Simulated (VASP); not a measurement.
# SnO (Pmn2_1) in VASP: a series of runs, part 2 of 2

VASP 6.6.1. The steps go on from the part before.

**3. Single point, r2SCAN**

This run uses another cell than the first one, of 20.23 Å³/atom, 1.007 times its volume.

The input, POSCAR:

```
SnO
1.0
    3.3550050000      0.0000000000      0.0000000000
    0.0000000000      5.6741040000      0.0000000000
    0.0000000000      0.0000000000      4.2501164667
Sn O
2 2
Direct
    0.0000000000      0.2319090000      0.5131440000
    0.5000000000      0.7680910000      0.0131440000
    0.0000000000      0.8912500000      0.7368570000
    0.5000000000      0.1087500000      0.2368570000
```

The input, INCAR.step1:

```
PREC = Accurate ; ENCUT = 520
ISMEAR = -1 ; SIGMA = 0.05
LREAL = False ; LASPH = True
NELM = 100 ; NBANDS = 28
GGA = PE ; ALGO = Normal
EDIFF = 1E-4 ; LWAVE = True
LCHARG = False
```

The input, INCAR.step2:

```
PREC = Accurate ; ENCUT = 520
EDIFF = 1E-6 ; ISMEAR = -1
SIGMA = 0.05 ; LREAL = False
LASPH = True ; NELM = 100
ALGO = Normal ; ISIF = 2
LWAVE = False ; LCHARG = False
METAGGA = R2SCAN ; LMIXTAU = True
NBANDS = 28 ; ISTART = 1
```

The input, KPOINTS:

```
Automatic mesh
0
Gamma
  6 4 5
```

Potentials or basis: VASP PAW PBE potentials, release 64 (Sn_d, O).

Launch:

```sh
> cat potpaw_PBE.64/Sn_d/POTCAR potpaw_PBE.64/O/POTCAR > POTCAR
> cp INCAR.step1 INCAR
> mpirun -np 1 vasp_std > vasp.out
> cp INCAR.step2 INCAR
> mpirun -np 1 vasp_std > vasp.out
```

It took 5.7 min on 1 thread of Intel Xeon Platinum 8259CL at 2.50GHz (Skylake/Cascade Lake), shared host; peak memory 0.23 GiB.

It converged, with:

- Free energy: -66.5510 eV
- Pressure: -3.0 GPa
- Largest force: 0.587 eV/Å
- Band gap on the k mesh: 1.96 eV, indirect (least direct gap 2.70 eV)

Forces on the atoms (eV/Å):
```
Sn   0.000 -0.555 -0.190
Sn   0.000  0.555 -0.190
O    0.000  0.193  0.190
O    0.000 -0.193  0.190
```

Stress tensor (GPa, compression positive):
```
-3.90  0.00  0.00
 0.00 -2.44  0.00
 0.00  0.00 -2.78
```

Levels at points of the mesh, in eV from the valence-band top:
| k point | band 18 | band 19 | band 20 | band 21 | band 22 | band 23 |
| --- | --- | --- | --- | --- | --- | --- |
| (0.00, 0.00, 0.00) | -2.74 | -2.16 | 0.00 | 3.02 | 3.61 | 6.35 |
| (0.50, 0.00, 0.00) | -2.71 | -1.24 | -1.24 | 2.91 | 2.91 | 5.96 |
| (0.00, 0.50, 0.00) | -2.77 | -1.66 | -1.42 | 3.73 | 4.27 | 5.21 |
| (0.50, 0.50, 0.00) | -2.78 | -0.87 | -0.87 | 2.19 | 2.19 | 6.68 |

Caveat: the PAW data sets were made with another functional, which shifts forces and pressure a little; spin-orbit coupling is left out, which moves the levels of the heavy elements.

**4. Single point, r2SCAN**

This run uses another cell than the first one, of 20.36 Å³/atom, 1.013 times its volume.

Changes to POSCAR since step 3:

```diff
@@ -4,3 +4,3 @@
     0.0000000000      5.6741040000      0.0000000000
-    0.0000000000      0.0000000000      4.2501164667
+    0.0000000000      0.0000000000      4.2782629333
 Sn O
```

The input, INCAR.step1:

```
SYSTEM = SnO
PREC = Accurate
ENCUT = 520
ISMEAR = -1
SIGMA = 0.05
LREAL = .FALSE.
LASPH = .TRUE.
NELM = 100
NBANDS = 28
GGA = PE
ALGO = Normal
EDIFF = 1E-4
LWAVE = .TRUE.
LCHARG = .FALSE.
```

The input, INCAR.step2:

```
SYSTEM = SnO
PREC = Accurate
ENCUT = 520
EDIFF = 1E-6
ISMEAR = -1
SIGMA = 0.05
LREAL = .FALSE.
LASPH = .TRUE.
NELM = 100
ALGO = Normal
ISIF = 2
LWAVE = .FALSE.
LCHARG = .FALSE.
METAGGA = R2SCAN
LMIXTAU = .TRUE.
NBANDS = 28
ISTART = 1
```

The input, KPOINTS:

```
regular mesh
0
G
  6 4 5
  0 0 0
```

Launch:

```sh
> cat potpaw_PBE.64/Sn_d/POTCAR potpaw_PBE.64/O/POTCAR > POTCAR
> cp INCAR.step1 INCAR
> mpirun -np 1 vasp_std > vasp.out
> cp INCAR.step2 INCAR
> mpirun -np 1 vasp_std > vasp.out
```

It took 4.8 min on 1 thread of Intel Xeon Platinum 8259CL at 2.50GHz (Skylake/Cascade Lake), shared host; peak memory 0.23 GiB.

The run converged. Its results:

- Free energy: -66.5414 eV
- Pressure: -3.4 GPa
- Largest force: 0.661 eV/Å
- Band gap on the k mesh: 1.98 eV, indirect (least direct gap 2.70 eV)

Forces in eV/Å, atoms in the order of the input:
```
Sn   0.000 -0.622 -0.226
Sn   0.000  0.622 -0.226
O    0.000  0.195  0.226
O    0.000 -0.195  0.226
```

Stress tensor (GPa, compression positive):
```
-4.26  0.00  0.00
 0.00 -2.81  0.00
 0.00  0.00 -3.21
```

Levels at points of the mesh, in eV from the valence-band top:
| k point | band 18 | band 19 | band 20 | band 21 | band 22 | band 23 |
| --- | --- | --- | --- | --- | --- | --- |
| (0.00, 0.00, 0.00) | -2.69 | -2.13 | 0.00 | 3.01 | 3.62 | 6.34 |
| (0.50, 0.00, 0.00) | -2.66 | -1.21 | -1.21 | 2.90 | 2.90 | 5.95 |
| (0.00, 0.50, 0.00) | -2.72 | -1.62 | -1.38 | 3.73 | 4.25 | 5.17 |
| (0.50, 0.50, 0.00) | -2.74 | -0.84 | -0.84 | 2.18 | 2.18 | 6.66 |

Caveat: the PAW data sets were made with another functional, which shifts forces and pressure a little; spin-orbit coupling is left out, which moves the levels of the heavy elements.

**5. Single point, r2SCAN**

This run uses another cell than the first one, of 20.49 Å³/atom, 1.020 times its volume.

Changes to POSCAR since step 4:

```diff
@@ -4,3 +4,3 @@
     0.0000000000      5.6741040000      0.0000000000
-    0.0000000000      0.0000000000      4.2782629333
+    0.0000000000      0.0000000000      4.3064094000
 Sn O
```

The input, INCAR.step1:

```
SYSTEM = SnO
ALGO = Normal
EDIFF = 1E-4
ENCUT = 520
GGA = PE
ISMEAR = -1
LASPH = .True.
LCHARG = .False.
LREAL = .False.
LWAVE = .True.
NBANDS = 28
NELM = 60
PREC = Accurate
SIGMA = 0.05
```

The input, INCAR.step2:

```
SYSTEM = SnO
ALGO = Normal
EDIFF = 1E-6
ENCUT = 520
ISIF = 2
ISMEAR = -1
ISTART = 1
LASPH = .True.
LCHARG = .False.
LMIXTAU = .True.
LREAL = .False.
LWAVE = .False.
METAGGA = R2SCAN
NBANDS = 28
NELM = 60
PREC = Accurate
SIGMA = 0.05
```

The input, KPOINTS:

```
k-points
0
Gamma
  6 4 5
  0 0 0
```

Potentials or basis: VASP PAW PBE potentials, release 64 (Sn_d, O).

Launch:

```sh
> cat potpaw_PBE.64/Sn_d/POTCAR potpaw_PBE.64/O/POTCAR > POTCAR
> cp INCAR.step1 INCAR
> mpirun -np 1 vasp_std > vasp.out
> cp INCAR.step2 INCAR
> mpirun -np 1 vasp_std > vasp.out
```

OUTCAR:

```text
SYSTEM = SnO
   EDIFF = 1E-6
   ENCUT = 520
   ISIF = 2
   ISMEAR = -1
   ISTART = 1
   LASPH = .True.
   LREAL = .False.
   METAGGA = R2SCAN
   NELM = 60
   PREC = Accurate

 ion  position               nearest neighbor table
   1  0.000  0.232  0.513-   3 2.16   4 2.17   4 2.17
   2  0.500  0.768  0.013-   4 2.16   3 2.17   3 2.17
   3  0.000  0.891  0.737-   1 2.16   2 2.17   2 2.17
   4  0.500  0.109  0.237-   2 2.16   1 2.17   1 2.17

  LATTYP: Found a simple orthorhombic cell.
 ALAT       =     3.3550050000
 B/A-ratio  =     1.2835776400
[... 945 lines left out ...]
  --------------------------------------------------------------------------------------
  -------------------------------------------------------------------------------------
  Total       -2.3576726     -1.6248465     -1.8544873      0.0000000      0.0000000      0.0000000
  in kB      -46.0774357    -31.7553681    -36.2433780      0.0000000      0.0000000      0.0000000
  external PRESSURE =     -38.0253939 kB  Pullay stress =       0.0000000 kB

 VOLUME and BASIS-vectors are now :
 -----------------------------------------------------------------------------
  energy-cutoff  :      520.00
  volume of cell :       81.98
      direct lattice vectors                 reciprocal lattice vectors
     3.355005000  0.000000000  0.000000000     0.298062149  0.000000000  0.000000000
     0.000000000  5.674104000  0.000000000     0.000000000  0.176239279  0.000000000
     0.000000000  0.000000000  4.306409400     0.000000000  0.000000000  0.232212014

 POSITION                                       TOTAL-FORCE (eV/Angst)
 -----------------------------------------------------------------------------------
      0.00000      1.31588      2.20981         0.000000     -0.687078     -0.261008
      1.67750      4.35823      0.05660         0.000000      0.687078     -0.261008
      0.00000      5.05705      3.17321         0.000000      0.197242      0.261008
      1.67750      0.61706      1.02000         0.000000     -0.197242      0.261008
 -----------------------------------------------------------------------------------
    total drift:                                0.000000      0.000000      0.005254

  FREE ENERGIE OF THE ION-ELECTRON SYSTEM (eV)
  ---------------------------------------------------
  free  energy   TOTEN  =       -66.5304922394 eV

  energy  without entropy=      -66.5304922391  energy(sigma->0) =      -66.53049224
```

OUTCAR.step1:

```text
SYSTEM = SnO
   EDIFF = 1E-4
   ENCUT = 520
   GGA = PE
   ISMEAR = -1
   LASPH = .True.
   LREAL = .False.
   NELM = 60
[... 974 lines left out ...]
      1.67750      4.35823      0.05660         0.000000      0.241273     -0.105609
      0.00000      5.05705      3.17321         0.000000      0.067057      0.105609
      1.67750      0.61706      1.02000         0.000000     -0.067057      0.105609
 -----------------------------------------------------------------------------------
    total drift:                                0.000000      0.000000      0.001646

  FREE ENERGIE OF THE ION-ELECTRON SYSTEM (eV)
  ---------------------------------------------------
  free  energy   TOTEN  =       -22.4442172999 eV

  energy  without entropy=      -22.4442172948  energy(sigma->0) =      -22.44421730
```

It took 4.6 min on 1 thread of Intel Xeon Platinum 8259CL at 2.50GHz (Skylake/Cascade Lake), shared host; peak memory 0.23 GiB.

Results:

```yaml
Free_energy: -66.5305 eV
Pressure: -3.8 GPa
Largest_force: 0.735 eV/Å
Band_gap_on_the_k_mesh: 1.99 eV, indirect (least direct gap 2.70 eV)
```

Forces on the atoms (eV/Å):
```
Sn   0.000 -0.687 -0.261
Sn   0.000  0.687 -0.261
O    0.000  0.197  0.261
O    0.000 -0.197  0.261
```

Stress tensor (GPa, compression positive):
```
-4.61  0.00  0.00
 0.00 -3.18  0.00
 0.00  0.00 -3.62
```

Caveat: the PAW data sets were made with another functional, which shifts forces and pressure a little; spin-orbit coupling is left out, which moves the levels of the heavy elements. A k mesh can miss the band edges.

**6. Overview**

```csv
cell,gap on the mesh (eV),pressure (GPa),largest force (eV/Å)
"a = 3.355, b = 5.674, c = 4.222 Å, 4 atoms",1.95,-2.6,0.51
"a = 3.355, b = 5.674, c = 4.250 Å, 4 atoms",1.96,-3.0,0.59
"a = 3.355, b = 5.674, c = 4.278 Å, 4 atoms",1.98,-3.4,0.66
"a = 3.355, b = 5.674, c = 4.306 Å, 4 atoms",1.99,-3.8,0.73
```

Alike in all rows: task single point; level r2SCAN; potentials or basis VASP PAW PBE potentials, release 64 (Sn_d, O); no spin polarisation; k mesh 6 × 4 × 5; cutoff (eV) 520; smearing fermi-dirac 0.05 eV.

Caveats: the PAW data sets were made with another functional, which shifts forces and pressure a little; spin-orbit coupling is left out, which moves the levels of the heavy elements.

Total energies depend on the potentials used, so only differences within one code and one set of settings carry meaning.
